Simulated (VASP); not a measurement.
# LiF (P4/mmm) in VASP: relaxation of cell and atoms with PBE

Aim: the relaxation of cell and atoms of LiF with PBE.

Everything below comes from runs of VASP 6.6.1. Logs are shortened: lines on timing, memory, paths and dates and some standing lists are left out, and cuts for length are marked.

## (1) The cell of the first run

It takes space group P4/mmm (No. 123, tetragonal). Conventional cell: a = 2.695 Å, b = 2.695 Å, c = 4.463 Å, α = 90.00°, β = 90.00°, γ = 90.00°. Within 2.5 Å of Li (site symmetry 4/mmm) lie 4 F at 1.91 Å. Within 2.5 Å of F (site symmetry 4/mmm) lie 4 Li at 1.91 Å.

The cell was generated, and may not be a known phase.

## (2) Relaxation of cell and atoms, PBE

File INCAR:

```
SYSTEM = LiF
PREC = Accurate
ENCUT = 1350
EDIFF = 1E-7
ISMEAR = 0
SIGMA = 0.02
LREAL = .False.
LASPH = .True.
NELM = 120
ALGO = Normal
ISIF = 3
LWAVE = .False.
LCHARG = .False.
GGA = PE
IBRION = 2
NSW = 100
EDIFFG = -0.01
GGA_COMPAT = .False.
NELMIN = 4
```

File KPOINTS:

```
Automatic mesh
0
Gamma
  8 8 6
  0 0 0
```

File POSCAR:

```
LiF
1.0
    2.6951643997      0.0000000000      0.0000000000
    0.0000000000      2.6951643997      0.0000000000
    0.0000000000      0.0000000000      4.4634634969
Li F
1 1
Direct
    0.0000000000      0.0000000000      0.0000000000
    0.5000000000      0.5000000000      0.0000000000
```

Potentials or basis: VASP PAW PBE potentials, release 64 (Li_sv, F_h).

Run with:

```
$ cat potpaw_PBE.64/Li_sv/POTCAR potpaw_PBE.64/F_h/POTCAR > POTCAR
$ mpirun -np 1 vasp_std > vasp.out
```

OUTCAR:

```text
SYSTEM = LiF
   PREC = Accurate
   ENCUT = 1350
   EDIFF = 1E-7
   ISMEAR = 0
   LREAL = .False.
   LASPH = .True.
   NELM = 120
   ISIF = 3
   GGA = PE
   IBRION = 2
   NSW = 100
   EDIFFG = -0.01
   NELMIN = 4

 ion  position               nearest neighbor table
   1  0.000  0.000  0.000-   2 1.91   2 1.91   2 1.91   2 1.91
   2  0.500  0.500  0.000-   1 1.91   1 1.91   1 1.91   1 1.91

  LATTYP: Found a simple tetragonal cell.
 ALAT       =     2.6951643997
 C/A-ratio  =     1.6561006436

  Lattice vectors:

 A1 = (   2.6951643997,   0.0000000000,   0.0000000000)
 A2 = (   0.0000000000,   2.6951643997,   0.0000000000)
 A3 = (   0.0000000000,   0.0000000000,   4.4634634969)

Analysis of symmetry for initial positions (statically):
=====================================================================
 Subroutine PRICEL returns:
 Original cell was already a primitive cell.

 Routine SETGRP: Setting up the symmetry group for a
 simple tetragonal supercell.

 Subroutine GETGRP returns: Found 16 space group operations
 (whereof 16 operations were pure point group operations)
 out of a pool of 16 trial point group operations.

The static configuration has the point symmetry D_4h.

Analysis of symmetry for dynamics (positions and initial velocities):
=====================================================================
 Subroutine PRICEL returns:
 Original cell was already a primitive cell.

 Routine SETGRP: Setting up the symmetry group for a
 simple tetragonal supercell.

 Subroutine GETGRP returns: Found 16 space group operations
 (whereof 16 operations were pure point group operations)
 out of a pool of 16 trial point group operations.

The dynamic configuration has the point symmetry D_4h.

 Subroutine INISYM returns: Found 16 space group operations
 (whereof 16 operations are pure point group operations),
 and found     1 'primitive' translations

----------------------------------------------------------------------------------------

                                     Primitive cell

  volume of cell :      32.4222

  direct lattice vectors                    reciprocal lattice vectors
     2.695164400  0.000000000  0.000000000     0.371034880  0.000000000  0.000000000
     0.000000000  2.695164400  0.000000000     0.000000000  0.371034880  0.000000000
     0.000000000  0.000000000  4.463463497     0.000000000  0.000000000  0.224041263

  length of vectors
     2.695164400  2.695164400  4.463463497     0.371034880  0.371034880  0.224041263

  position of ions in fractional coordinates (direct lattice)
     0.000000000  0.000000000  0.000000000
     0.500000000  0.500000000  0.000000000

  ion indices of the primitive-cell ions
   primitive index   ion index
                 1           1
                 2           2

----------------------------------------------------------------------------------------

 KPOINTS: Automatic mesh

Automatic generation of k-mesh.
 Grid dimensions read from file:
 generate k-points for:    8    8    6

 Generating k-lattice:

  Cartesian coordinates                     Fractional coordinates (reciprocal lattice)
     0.046379360  0.000000000  0.000000000     0.125000000  0.000000000  0.000000000
     0.000000000  0.046379360  0.000000000     0.000000000  0.125000000  0.000000000
     0.000000000  0.000000000  0.037340211     0.000000000  0.000000000  0.166666667

  Length of vectors
     0.046379360  0.046379360  0.037340211

  Shift w.r.t. Gamma in fractional coordinates (k-lattice)
     0.000000000  0.000000000  0.000000000

 Subroutine IBZKPT returns following result:
 ===========================================

 Found     60 irreducible k-points:

 Following reciprocal coordinates:
            Coordinates               Weight
  0.000000  0.000000  0.000000      1.000000
  0.125000  0.000000  0.000000      4.000000
  0.250000  0.000000  0.000000      4.000000
  0.375000  0.000000  0.000000      4.000000
  0.500000  0.000000  0.000000      2.000000
  0.125000  0.125000  0.000000      4.000000
[... 16 lines left out ...]
  0.375000  0.125000  0.166667     16.000000
  0.500000  0.125000  0.166667      8.000000
 [... further k-points ...]
   k-points           NKPTS =     60   k-points in BZ     NKDIM =     60   number of bands    NBANDS=      9
   number of dos      NEDOS =    301   number of ions     NIONS =      2
   total plane-waves  NPLWV =  55296
   dimension x,y,z NGX =    32 NGY =   32 NGZ =   54
   dimension x,y,z NGXF=    64 NGYF=   64 NGZF=  108
   ions per type =               1   1
   NGX,Y,Z   is equivalent  to a cutoff of  19.74, 19.74, 20.11 a.u.
   NGXF,Y,Z  is equivalent  to a cutoff of  39.48, 39.48, 40.23 a.u.
 SYSTEM =  LiF
   PREC   = accura    normal or accurate (medium, high low for compatibility)
   ISTART =      0    job   : 0-new  1-cont  2-samecut
   ICHARG =      2    charge: 1-file 2-atom 10-const
   ISPIN  =      1    spin polarized calculation?
   LNONCOLLINEAR =      F non collinear calculations
   LSORBIT =      F    spin-orbit coupling
   LASPH  =      T    aspherical Exc in radial PAW
   ENCUT  = 1350.0 eV  99.22 Ry    9.96 a.u.   8.07  8.07 13.37*2*pi/ulx,y,z
   NELM   =    120;   NELMIN=  4; NELMDL= -5     # of ELM steps
   EDIFF  = 0.1E-06   stopping-criterion for ELM
   LREAL  =      F    real-space projection
   EDIFFG = -.1E-01   stopping-criterion for IOM
   NSW    =    100    number of steps for IOM
   IBRION =      2    ionic relax: 0-MD 1-quasi-New 2-CG
   NFREE  =      1    steps in history (QN), initial steepest desc. (CG)
   ISIF   =      3    stress and relaxation
   ISYM   =      2    0-nonsym 1-usesym 2-fastsym
   POTIM  = 0.5000    time-step for ionic-motion
   TEBEG  =    0.0;   TEEND  =   0.0 temperature during run
   PSTRESS=    0.0 pullay stress
   NELECT =      10.0000    total number of electrons
   NUPDOWN=      -1.0000    fix difference up-down
   EMIN   =  10.00;   EMAX   =-10.00  energy-range for DOS
   EFERMI =   0.00;   METHOD = LEGACY
   ISMEAR =     0;   SIGMA  =   0.02  broadening in eV -4-tet -1-fermi 0-gaus
   EFERMI_NEDOS =   21; number of points for ismear=-14 and -15
   IALGO  =     38    algorithm
   IMIX   =      4    mixing-type and parameters
     AMIX     =   0.40;   BMIX     =  1.00
     AMIX_MAG =   1.60;   BMIX_MAG =  1.00
  volume/ion in A,a.u.               =      16.21       109.40
  Fermi-wavevector in a.u.,A,eV,Ry     =   1.106099  2.090224 16.646115  1.223455
  Thomas-Fermi vector in A             =   2.242595
   LORBIT       =      0    0 simple, 1 ext, 2 COOP (PROOUT), +10 PAW based schemes
   GGA     = PE    functional components
   LHFCALC =     F    Hartree Fock is set to
   AEXX    =    0.0000 exact exchange contribution
   IVDW    =     0    specifies the selected vdW correction
   LEPSILON=     F    determine dielectric tensor
   LRPA    =     F    only Hartree local field effects (RPA)
 conjugate gradient relaxation of ions
 non-spin polarized calculation
 Gauss-broadening in eV      SIGMA  =   0.02
  energy-cutoff  :     1350.00
  volume of cell :       32.42
 maximum number of plane-waves:      3696
   NGX = 17   NGY = 17   NGZ = 27

--------------------------------------- Ionic step        1  -------------------------------------------

 number of electron      10.0000000 magnetization

 Free energy of the ion-electron system (eV)
  ---------------------------------------------------
  ext. energy  EPLUGINS =         0.00000000
  ---------------------------------------------------
  free energy    TOTEN  =        -9.41244630 eV

  energy without entropy =       -9.41244630  energy(sigma->0) =       -9.41244630

------------------------ aborting loop because EDIFF is reached ----------------------------------------

  FORCE on cell =-STRESS in cart. coord.  units (eV):
  Direction    XX          YY          ZZ          XY          YZ          ZX
  --------------------------------------------------------------------------------------
  -------------------------------------------------------------------------------------
  Total       -0.0611103     -0.0611103     -0.0513798      0.0000000      0.0000000      0.0000000
  in kB       -3.0198315     -3.0198315     -2.5389890      0.0000000      0.0000000      0.0000000
  external PRESSURE =      -2.8595506 kB  Pullay stress =       0.0000000 kB
[... 273 lines left out ...]
  energy  without entropy=       -9.4143030211  energy(sigma->0) =       -9.41430302

--------------------------------------- Ionic step        9  -------------------------------------------

 number of electron      10.0000000 magnetization

 Free energy of the ion-electron system (eV)
  ---------------------------------------------------
  ext. energy  EPLUGINS =         0.00000000
  ---------------------------------------------------
  free energy    TOTEN  =        -9.41457924 eV

  energy without entropy =       -9.41457924  energy(sigma->0) =       -9.41457924

 E-fermi :  -3.2997     XC(G=0):  -6.8508

 val. band max:       -3.3967092851   @ k =   0.5000   0.0000   0.5000
 cond. band min:       2.4907340745   @ k =   0.0000   0.0000   0.0000
 fundamental gap:      5.8874433595
 Fermi energy:        -3.2997008252

 k-point     1 :       0.0000    0.0000    0.0000
  band No.  band energies     occupation
      1     -44.6183      2.00000
      2     -23.0270      2.00000
      3      -4.5947      2.00000
      4      -3.7680      2.00000
      5      -3.7680      2.00000
      6       2.4907      0.00000
      7       9.3626      0.00000
      8      13.8741      0.00000
      9      16.3558      0.00000
[... 265 lines left out ...]
 k-point    24 :       0.5000    0.1250    0.1667
  band No.  band energies     occupation
      1     -44.5745      2.00000
      2     -22.8170      2.00000
      3      -5.5151      2.00000
      4      -3.9721      2.00000
      5      -3.8046      2.00000
      6       7.3356      0.00000
      7       7.7932      0.00000
      8      10.7992      0.00000
      9      13.1457      0.00000

 [... further k-points ...]

------------------------ aborting loop because EDIFF is reached ----------------------------------------

  FORCE on cell =-STRESS in cart. coord.  units (eV):
  Direction    XX          YY          ZZ          XY          YZ          ZX
  --------------------------------------------------------------------------------------
  -------------------------------------------------------------------------------------
  Total       -0.0004714     -0.0004714      0.0136590      0.0000000     -0.0000000      0.0000000
  in kB       -0.0256873     -0.0256873      0.7443118      0.0000000     -0.0000000      0.0000000
  external PRESSURE =       0.2309790 kB  Pullay stress =       0.0000000 kB
[... 17 lines left out ...]
  FREE ENERGIE OF THE ION-ELECTRON SYSTEM (eV)
  ---------------------------------------------------
  free  energy   TOTEN  =        -9.4145792431 eV

  energy  without entropy=       -9.4145792431  energy(sigma->0) =       -9.41457924

 reached required accuracy - stopping structural energy minimisation
```

Wall time 3.9 min (1 thread of Intel Xeon Platinum 8259CL at 2.50GHz (Skylake/Cascade Lake), shared host); peak memory 0.27 GiB.

Results:

* Free energy: -9.4146 eV
* Relaxed volume: 14.70 Å³/atom
* Relaxed cell: a = 2.690 Å, b = 2.690 Å, c = 4.064 Å, α = 90.00°, β = 90.00°, γ = 90.00°
* Space group after relaxing (to 0.1 Å): P4/mmm (No. 123)
* Energy gained by relaxing: 1.1 meV/atom
* Ionic steps: 9
* Pressure after relaxing: 0.0 GPa
* Band gap on the k mesh: 5.89 eV (least direct gap 6.26 eV)

Step by step:
| step | energy change (eV) | largest force (eV/Å) | pressure (GPa) | volume (Å³) |
| --- | --- | --- | --- | --- |
| 1 | 0.0000 | 0.0000 | -0.29 | 32.42 |
| 2 | -0.0002 | 0.0000 | -0.14 | 32.29 |
| 3 | -0.0002 | 0.0000 | 0.03 | 32.14 |
| 4 | -0.0002 | 0.0000 | -0.01 | 32.17 |
| 5 | -0.0003 | 0.0000 | -0.01 | 32.11 |
| 6 | -0.0006 | 0.0000 | -0.01 | 31.93 |
| 7 | -0.0011 | 0.0000 | -0.01 | 31.57 |
| 8 | -0.0019 | 0.0000 | 0.00 | 30.85 |
| 9 | -0.0021 | 0.0000 | 0.02 | 29.40 |

Final structure:
```xyz
2
Lattice="2.6896 0.0000 0.0000 0.0000 2.6896 0.0000 0.0000 0.0000 4.0644" Properties=species:S:1:pos:R:3 pbc="T T T"
Li    0.0000    0.0000    4.0644
F     1.3448    1.3448    0.0000
```
